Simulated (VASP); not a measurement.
Set up this calculation in VASP 6.6.1, as the native input.

```yaml
Task: single point
Functional: PBE
Potentials_or_basis: VASP PAW PBE potentials, release 64 (Co, Pd, C, N)
Cutoff: 600 eV
k_mesh: 6 × 6 × 6
Occupations: gaussian, width 0.1 eV
Spin: collinear spin, ferrimagnetic start
Starting_moments: "[1.83, -0.96, 0.0, 0.0, 0.0, 0.0, 0.0, 0.0, 0.0, 0.0] μB"
Dipole_correction: no
Further_INCAR_settings: ALGO = Normal; EDIFF = 1e-06; NBANDS = 42
```

The structure of CoPdC4N4 lies in POSCAR:

```
CoPdC4N4
1.0
    5.9453062482      0.0000000000      0.0000000000
    0.0000000000      5.9453062482      0.0000000000
    0.0000000000      0.0000000000      5.9453062482
Co Pd C N
1 1 4 4
Direct
    0.0000000000      0.0000000000      0.0000000000
    0.5000000000      0.5000000000      0.5000000000
    0.1839078396      0.1839078396      0.1839078396
    0.1839078396      0.8160921604      0.8160921604
    0.8160921604      0.1839078396      0.8160921604
    0.8160921604      0.8160921604      0.1839078396
    0.2979729402      0.2979729402      0.2979729402
    0.2979729402      0.7020270598      0.7020270598
    0.7020270598      0.2979729402      0.7020270598
    0.7020270598      0.7020270598      0.2979729402
```

One way to write it, as run:

INCAR

```
SYSTEM = CoPdC4N4
  ALGO = Normal
  EDIFF = 1E-6
  ENCUT = 600
  GGA = PE
  GGA_COMPAT = .False.
  ISIF = 2
  ISMEAR = 0
  ISPIN = 2
  LASPH = .True.
  LCHARG = .False.
  LMAXMIX = 4
  LORBIT = 11
  LREAL = .False.
  LWAVE = .False.
  MAGMOM = 1.83 -0.96 0 0 0 0 0 0 0 0
  NBANDS = 42
  NELM = 200
  PREC = Accurate
  SIGMA = 0.1
```

KPOINTS

```
k-points
0
Gamma
  6 6 6
  0 0 0
```

Potentials or basis: VASP PAW PBE potentials, release 64 (Co, Pd, C, N).

Command:

```sh
$ cat potpaw_PBE.64/Co/POTCAR potpaw_PBE.64/Pd/POTCAR potpaw_PBE.64/C/POTCAR potpaw_PBE.64/N/POTCAR > POTCAR
$ mpirun -np 1 vasp_std > vasp.out
```

It gave:

| Quantity | Value |
| --- | --- |
| Pressure | 0.2 GPa |
| Largest force | 0.348 eV/Å |
| Band gap on the k mesh | zero (filled and empty bands overlap) |
| Net moment | 1.00 μB per cell |
| Site moments | Co +1.85; Pd -1.04; C -0.00; N -0.01 μB |
| Valence electrons inside the program's atomic spheres | Co 8.39; Pd 9.20; C 2.58; N 3.85 |

Caveat: a cell with one magnetic atom can't hold antiferromagnetic order, which such compounds often take.

It took 8.2 min on 1 thread of Intel(R) Xeon(R) Platinum 8488C (Sapphire Rapids) (shared host), peak memory 0.63 GiB.
